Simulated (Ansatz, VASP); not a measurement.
**Rh in VASP and in Ansatz**

```
CELL_PARAMETERS angstrom
0.00000 1.90155 1.80647
1.90155 0.00000 1.80647
1.90155 1.90155 0.00000
ATOMIC_POSITIONS crystal
Rh 0.00000 0.00000 0.00000
```

Change from the starting cell: strain +0.000 along x and y, -0.050 along z, atoms carried along.

Alike in both runs: task single point; functional PBEsol; k mesh 22 × 22 × 22; occupations gaussian, width 0.15 eV; no spin polarisation.

|  | VASP | Ansatz |
| --- | --- | --- |
| version | VASP 6.6.1 | Ansatz 0.2.0 |
| potentials or method | VASP PAW PBE potentials, release 64 (Rh_pv), cutoff 520 eV | scalar-relativistic, plane waves, PAW |
| valence electrons in the cell | 15 | 17 |

```tsv
	VASP	Ansatz	Ansatz less VASP
gap on the k mesh at the Fermi level (eV)	none	none	-
pressure (GPa)	11.0	11.1	+0.08
traceless stress, the component that is largest in VASP (GPa)	9.20	9.22	+0.016
```

VASP's potentials were made for PBE, not for PBEsol. A gap of «none» marks a metal or a gap that the smearing closes. VASP's potentials hold 15 valence electrons a cell and Ansatz's 17, so a difference there can come from the potentials and not from the codes.
